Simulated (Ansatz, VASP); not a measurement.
**TiC: VASP beside Ansatz**

```
Ti C
1.0
     0.00000    2.14669    2.14669
     2.14669    0.00000    2.14669
     2.14669    2.14669    0.00000
Ti C
1 1
Direct
  0.00000 0.00000 0.00000
  0.44177 0.44177 0.55823
```

Change from the starting cell: all C atoms moved -0.250 Å, as atom 2 along Cartesian [0 0 1].

Alike in both runs: task single point; functional PBEsol; k mesh 24 × 24 × 24; occupations gaussian, width 0.15 eV; no spin polarisation.

|  | VASP | Ansatz |
| --- | --- | --- |
| version | VASP 6.6.1 | Ansatz 0.2.0 |
| potentials or method | VASP PAW PBE potentials, release 64 (Ti_sv, C), cutoff 520 eV | scalar-relativistic, plane waves, PAW |
| valence electrons in the cell | 16 | 16 |

```csv
,VASP,Ansatz,Ansatz less VASP
gap on the k mesh at the Fermi level (eV),none,none,-
pressure (GPa),8.6,8.3,-0.28
"traceless stress, the component that is largest in VASP (GPa)",15.52,15.38,-0.141
rms of the force components (eV/Å),1.702,1.692,-0.0093
```

VASP's potentials were made for PBE, not for PBEsol. Atom by atom the forces differ by 0.009 eV/Å (rms over components). A gap of «none» marks a metal or a gap that the smearing closes.
